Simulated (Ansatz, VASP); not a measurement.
One calculation of HfC, two programs

```
Hf C
1.0
    -0.17438    2.32500    2.32500
     2.15062    0.00000    2.15062
     2.32500    2.32500   -0.17438
Hf C
1 1
Direct
  0.50000 0.50000 0.50000
  0.00000 0.00000 0.00000
```

Change from the starting cell: strain -0.1500 x Voigt [0, 0, 0, 0, 1, 0], atoms carried along.

Alike in both runs: task single point; functional PBEsol; k mesh 18 × 18 × 18; occupations gaussian, width 0.15 eV; no spin polarisation.

```csv
,VASP,Ansatz
version,VASP 6.6.1,Ansatz 0.2.0
potentials or method,"VASP PAW PBE potentials, release 64 (Hf_pv, C), cutoff 520 eV","scalar-relativistic, plane waves, PAW"
valence electrons in the cell,14,30
```

|  | VASP | Ansatz | Ansatz less VASP |
| --- | --- | --- | --- |
| gap on the k mesh at the Fermi level (eV) | none | none | - |
| pressure (GPa) | -5.6 | -5.2 | +0.46 |
| traceless stress, the component that is largest in VASP (GPa) | 24.70 | 24.71 | +0.010 |

VASP's potentials were made for PBE, not for PBEsol. A gap of «none» marks a metal or a gap that the smearing closes. VASP's potentials hold 14 valence electrons a cell and Ansatz's 30, so a difference there can come from the potentials and not from the codes.

Spin-orbit coupling is off throughout.
